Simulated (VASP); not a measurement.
# Ti (Pm-3m) in VASP: a series of runs

Runs on Ti. Level: PBE. Tasks: single point.

Program: VASP 6.6.1. These are calculated values, not measurements. Logs are shortened: lines on timing, memory, paths and dates and some standing lists are left out, and cuts for length are marked.

## 1. The cell of the first run

The structure is cubic, space group Pm-3m (No. 221). The conventional cell has a = 2.612 Å, b = 2.612 Å, c = 2.612 Å, α = 90.00°, β = 90.00°, γ = 90.00°. Within 3.4 Å of Ti (site symmetry m-3m) lie 6 Ti at 2.61 Å.

## 2. Single point, PBE

Contents of INCAR:

```
ALGO     = Normal         # electronic algorithm
EDIFF    = 1E-6           # SCF threshold, eV
ENCUT    = 520            # plane-wave cutoff, eV
GGA      = PE             # functional
ISIF     = 2              # what is computed and relaxed
ISMEAR   = 0              # smearing method
LASPH    = True           # aspherical terms in the spheres
LCHARG   = True           # write CHGCAR
LELF     = True           # ELF
LREAL    = False          # projectors in reciprocal space
LVHAR    = True         
LWAVE    = False          # write WAVECAR
NBANDS   = 12             # bands
NELM     = 80             # most SCF steps
PREC     = Accurate       # precision mode
SIGMA    = 0.1            # smearing width, eV
```

Contents of KPOINTS:

```
k-points
0
Gamma
  8 8 8
```

Contents of POSCAR:

```
Ti
1.0
    2.6120080534      0.0000000000      0.0000000000
    0.0000000000      2.6120080534      0.0000000000
    0.0000000000      0.0000000000      2.6120080534
Ti
1
Direct
    0.0000000000      0.0000000000      0.0000000000
```

Potentials or basis: VASP PAW PBE potentials, release 64 (Ti_sv).

Started as:

```console
$ cat potpaw_PBE.64/Ti_sv/POTCAR > POTCAR
$ mpirun -np 1 vasp_std > vasp.out
```

OUTCAR:

```text
EDIFF = 1E-6
   ENCUT = 520
   GGA = PE
   ISIF = 2
   ISMEAR = 0
   LASPH = True
   LREAL = False
   NELM = 80
   PREC = Accurate

 ion  position               nearest neighbor table
   1  0.000  0.000  0.000-

  LATTYP: Found a simple cubic cell.
 ALAT       =     2.6120080534

  Lattice vectors:

 A1 = (   2.6120080534,   0.0000000000,   0.0000000000)
 A2 = (   0.0000000000,   2.6120080534,   0.0000000000)
 A3 = (   0.0000000000,   0.0000000000,   2.6120080534)

Analysis of symmetry for initial positions (statically):
=====================================================================
 Subroutine PRICEL returns:
 Original cell was already a primitive cell.

 Routine SETGRP: Setting up the symmetry group for a
 simple cubic supercell.

 Subroutine GETGRP returns: Found 48 space group operations
 (whereof 48 operations were pure point group operations)
 out of a pool of 48 trial point group operations.

The static configuration has the point symmetry O_h .

Analysis of symmetry for dynamics (positions and initial velocities):
=====================================================================
 Subroutine PRICEL returns:
 Original cell was already a primitive cell.

 Routine SETGRP: Setting up the symmetry group for a
 simple cubic supercell.

 Subroutine GETGRP returns: Found 48 space group operations
 (whereof 48 operations were pure point group operations)
 out of a pool of 48 trial point group operations.

The dynamic configuration has the point symmetry O_h .

 Subroutine INISYM returns: Found 48 space group operations
 (whereof 48 operations are pure point group operations),
 and found     1 'primitive' translations

----------------------------------------------------------------------------------------

                                     Primitive cell

  volume of cell :      17.8206

  direct lattice vectors                    reciprocal lattice vectors
     2.612008053  0.000000000  0.000000000     0.382847212  0.000000000  0.000000000
     0.000000000  2.612008053  0.000000000     0.000000000  0.382847212  0.000000000
     0.000000000  0.000000000  2.612008053     0.000000000  0.000000000  0.382847212

  length of vectors
     2.612008053  2.612008053  2.612008053     0.382847212  0.382847212  0.382847212

  position of ions in fractional coordinates (direct lattice)
     0.000000000  0.000000000  0.000000000

  ion indices of the primitive-cell ions
   primitive index   ion index
                 1           1

----------------------------------------------------------------------------------------

 KPOINTS: k-points

Automatic generation of k-mesh.
 Grid dimensions read from file:
 generate k-points for:    8    8    8

 Generating k-lattice:

  Cartesian coordinates                     Fractional coordinates (reciprocal lattice)
     0.047855901  0.000000000  0.000000000     0.125000000  0.000000000  0.000000000
     0.000000000  0.047855901  0.000000000     0.000000000  0.125000000  0.000000000
     0.000000000  0.000000000  0.047855901     0.000000000  0.000000000  0.125000000

  Length of vectors
     0.047855901  0.047855901  0.047855901

  Shift w.r.t. Gamma in fractional coordinates (k-lattice)
     0.000000000  0.000000000  0.000000000

 Subroutine IBZKPT returns following result:
 ===========================================

 Found     35 irreducible k-points:

 Following reciprocal coordinates:
            Coordinates               Weight
  0.000000  0.000000  0.000000      1.000000
  0.125000  0.000000  0.000000      6.000000
  0.250000  0.000000  0.000000      6.000000
  0.375000  0.000000  0.000000      6.000000
  0.500000  0.000000  0.000000      3.000000
  0.125000  0.125000  0.000000     12.000000
[... 16 lines left out ...]
  0.375000  0.375000  0.125000     24.000000
  0.500000  0.375000  0.125000     24.000000
 [... further k-points ...]
   k-points           NKPTS =     35   k-points in BZ     NKDIM =     35   number of bands    NBANDS=     12
   number of dos      NEDOS =    301   number of ions     NIONS =      1
   total plane-waves  NPLWV =   8000
   dimension x,y,z NGX =    20 NGY =   20 NGZ =   20
   dimension x,y,z NGXF=    40 NGYF=   40 NGZF=   40
   ions per type =               1
   NGX,Y,Z   is equivalent  to a cutoff of  12.73, 12.73, 12.73 a.u.
   NGXF,Y,Z  is equivalent  to a cutoff of  25.46, 25.46, 25.46 a.u.
 SYSTEM =  unknown system
   PREC   = accura    normal or accurate (medium, high low for compatibility)
   ISTART =      0    job   : 0-new  1-cont  2-samecut
   ICHARG =      2    charge: 1-file 2-atom 10-const
   ISPIN  =      1    spin polarized calculation?
   LNONCOLLINEAR =      F non collinear calculations
   LSORBIT =      F    spin-orbit coupling
   LASPH  =      T    aspherical Exc in radial PAW
   ENCUT  =  520.0 eV  38.22 Ry    6.18 a.u.   4.86  4.86  4.86*2*pi/ulx,y,z
   NELM   =     80;   NELMIN=  2; NELMDL= -5     # of ELM steps
   EDIFF  = 0.1E-05   stopping-criterion for ELM
   LREAL  =      F    real-space projection
   EDIFFG = 0.1E-04   stopping-criterion for IOM
   NSW    =      0    number of steps for IOM
   IBRION =     -1    ionic relax: 0-MD 1-quasi-New 2-CG
   NFREE  =      0    steps in history (QN), initial steepest desc. (CG)
   ISIF   =      2    stress and relaxation
   ISYM   =      2    0-nonsym 1-usesym 2-fastsym
   POTIM  = 0.5000    time-step for ionic-motion
   TEBEG  =    0.0;   TEEND  =   0.0 temperature during run
   PSTRESS=    0.0 pullay stress
   NELECT =      12.0000    total number of electrons
   NUPDOWN=      -1.0000    fix difference up-down
   EMIN   =  10.00;   EMAX   =-10.00  energy-range for DOS
   EFERMI =   0.00;   METHOD = LEGACY
   ISMEAR =     0;   SIGMA  =   0.10  broadening in eV -4-tet -1-fermi 0-gaus
   EFERMI_NEDOS =   21; number of points for ismear=-14 and -15
   IALGO  =     38    algorithm
   IMIX   =      4    mixing-type and parameters
     AMIX     =   0.40;   BMIX     =  1.00
     AMIX_MAG =   1.60;   BMIX_MAG =  1.00
  volume/ion in A,a.u.               =      17.82       120.26
  Fermi-wavevector in a.u.,A,eV,Ry     =   1.434919  2.711604 28.014296  2.058993
  Thomas-Fermi vector in A             =   2.554275
   LORBIT       =      0    0 simple, 1 ext, 2 COOP (PROOUT), +10 PAW based schemes
   GGA     = PE    functional components
   LHFCALC =     F    Hartree Fock is set to
   AEXX    =    0.0000 exact exchange contribution
   IVDW    =     0    specifies the selected vdW correction
   LEPSILON=     F    determine dielectric tensor
   LRPA    =     F    only Hartree local field effects (RPA)
 non-spin polarized calculation
 Gauss-broadening in eV      SIGMA  =   0.10
  energy-cutoff  :      520.00
  volume of cell :       17.82
 maximum number of plane-waves:       500
 NGX is ok and might be reduce to    20
   NGX =  9   NGY =  9   NGZ =  9

 number of electron      11.9999994 magnetization

 Free energy of the ion-electron system (eV)
  ---------------------------------------------------
  ext. energy  EPLUGINS =         0.00000000
  ---------------------------------------------------
  free energy    TOTEN  =        -6.98599149 eV

  energy without entropy =       -6.97073496  energy(sigma->0) =       -6.97836323

 E-fermi :   7.8533     XC(G=0): -11.2643

 val. band max:        7.8494045859   @ k =   0.5000   0.1250   0.1250
 cond. band min:       7.8683011962   @ k =   0.3750   0.1250   0.0000
 fundamental gap:      0.0188966103
 Fermi energy:         7.8532871060

 k-point     1 :       0.0000    0.0000    0.0000
  band No.  band energies     occupation
      1     -48.6327      2.00000
      2     -24.3747      2.00000
      3     -24.3747      2.00000
      4     -24.3747      2.00000
      5       2.0833      2.00000
      6       6.5385      2.00000
      7       6.5385      2.00000
      8      11.9467      0.00000
      9      11.9467      0.00000
     10      11.9467      0.00000
     11      23.9019      0.00000
     12      23.9019      0.00000

 k-point     2 :       0.1250    0.0000    0.0000
  band No.  band energies     occupation
      1     -48.6125      2.00000
      2     -24.5193      2.00000
      3     -24.3624      2.00000
      4     -24.3624      2.00000
      5       2.4921      2.00000
      6       6.6391      2.00000
      7       6.8349      2.00000
      8      11.6093      0.00000
      9      11.6093      0.00000
     10      11.9722      0.00000
     11      21.4493      0.00000
     12      24.5544      0.00000

 k-point     3 :       0.2500    0.0000    0.0000
  band No.  band energies     occupation
      1     -48.5633      2.00000
      2     -24.8596      2.00000
      3     -24.3325      2.00000
      4     -24.3325      2.00000
      5       3.5878      2.00000
      6       6.8928      2.00000
      7       7.5243      2.00000
      8      10.8836      0.00000
      9      10.8836      0.00000
     10      12.0343      0.00000
     11      18.2040      0.00000
     12      26.2370      0.00000
[... 286 lines left out ...]
 k-point    23 :       0.3750    0.3750    0.1250
  band No.  band energies     occupation
      1     -48.3804      2.00000
      2     -25.0623      2.00000
      3     -25.0470      2.00000
      4     -24.3634      2.00000
      5       5.6816      2.00000
      6       7.9269      0.29781
      7       9.5153      0.00000
      8       9.5631      0.00000
      9      11.2385      0.00000
     10      12.3531      0.00000
     11      16.6391      0.00000
     12      20.1090      0.00000

 k-point    24 :       0.5000    0.3750    0.1250
  band No.  band energies     occupation
      1     -48.3606      2.00000
      2     -25.1801      2.00000
      3     -25.0348      2.00000
      4     -24.3504      2.00000
      5       5.5337      2.00000
      6       8.1396      0.00005
      7       9.3198      0.00000
      8       9.6190      0.00000
      9      11.6644      0.00000
     10      13.8789      0.00000
     11      15.1008      0.00000
     12      20.3494      0.00000

 [... further k-points ...]
[... 5 lines left out ...]
  --------------------------------------------------------------------------------------
  -------------------------------------------------------------------------------------
  Total        0.3924113      0.3924113      0.3924113      0.0000000      0.0000000      0.0000000
  in kB       35.2799955     35.2799955     35.2799955      0.0000000      0.0000000      0.0000000
  external PRESSURE =      35.2799955 kB  Pullay stress =       0.0000000 kB

 VOLUME and BASIS-vectors are now :
 -----------------------------------------------------------------------------
  energy-cutoff  :      520.00
  volume of cell :       17.82
      direct lattice vectors                 reciprocal lattice vectors
     2.612008053  0.000000000  0.000000000     0.382847212  0.000000000  0.000000000
     0.000000000  2.612008053  0.000000000     0.000000000  0.382847212  0.000000000
     0.000000000  0.000000000  2.612008053     0.000000000  0.000000000  0.382847212

 POSITION                                       TOTAL-FORCE (eV/Angst)
 -----------------------------------------------------------------------------------
      0.00000      0.00000      0.00000         0.000000      0.000000      0.000000
 -----------------------------------------------------------------------------------
    total drift:                                0.000000      0.000000      0.000000

  FREE ENERGIE OF THE ION-ELECTRON SYSTEM (eV)
  ---------------------------------------------------
  free  energy   TOTEN  =        -6.9859914942 eV

  energy  without entropy=       -6.9707349647  energy(sigma->0) =       -6.97836323
```

Wall time 7.1 s (1 thread of Intel Xeon Platinum 8375C at 2.90GHz (Ice Lake), shared host); peak memory 0.12 GiB.

What came out:

| Property | Result |
| --- | --- |
| Free energy | -6.9860 eV |
| Pressure | 3.5 GPa |
| Band gap on the k mesh | zero (band 6 reaches 8.51 eV, above the bottom of band 7 at 6.54 eV) |

## 3. Single point, PBE

This run uses another cell than the first one, of 18.39 Å³/atom, 1.032 times its volume.

Contents of INCAR:

```
ALGO = Fast
EDIFF = 1E-6
ENCUT = 520
GGA = PE
ISIF = 2
ISMEAR = 0
LASPH = T
LCHARG = F
LREAL = F
LWAVE = F
NBANDS = 12
NELM = 80
PREC = Accurate
SIGMA = 0.1
```

Contents of KPOINTS:

```
k-points
0
Gamma
  22 22 22
```

Contents of POSCAR:

```
Ti
1.0
    2.6393294446      0.0000000000      0.0000000000
    0.0000000000      2.6393294446      0.0000000000
    0.0000000000      0.0000000000      2.6393294446
Ti
1
Direct
    0.0000000000      0.0000000000      0.0000000000
```

Potentials or basis: VASP PAW PBE potentials, release 64 (Ti_sv).

Started as:

```console
$ cat potpaw_PBE.64/Ti_sv/POTCAR > POTCAR
$ mpirun -np 1 vasp_std > vasp.out
```

Run time: 78 s. Hardware: 1 thread of Intel Xeon Platinum 8375C at 2.90GHz (Ice Lake), shared host; peak memory 0.19 GiB.

The run converged. Its results:

| Property | Result |
| --- | --- |
| Free energy | -7.0060 eV |
| Pressure | -0.2 GPa |
| Band gap on the k mesh | zero (band 6 reaches 8.38 eV, above the bottom of band 7 at 6.26 eV) |

Levels at points of the mesh, in eV from the Fermi level:
```csv
k point,band 2,band 3,band 4,band 5,band 6,band 7,band 8,band 9,band 10,band 11
"(0.00, 0.00, 0.00)",-32.35,-32.35,-32.35,-5.70,-1.28,-1.28,3.92,3.92,3.92,15.70
"(0.50, 0.00, 0.00)",-33.21,-32.27,-32.27,-1.85,-0.56,-0.22,2.06,2.06,4.08,7.22
"(0.50, 0.50, 0.00)",-33.08,-33.08,-32.20,-2.65,-0.11,2.48,2.48,5.02,5.19,5.19
"(0.50, 0.50, 0.50)",-32.97,-32.97,-32.97,-1.15,-1.15,-1.15,5.12,5.12,9.01,11.41
```
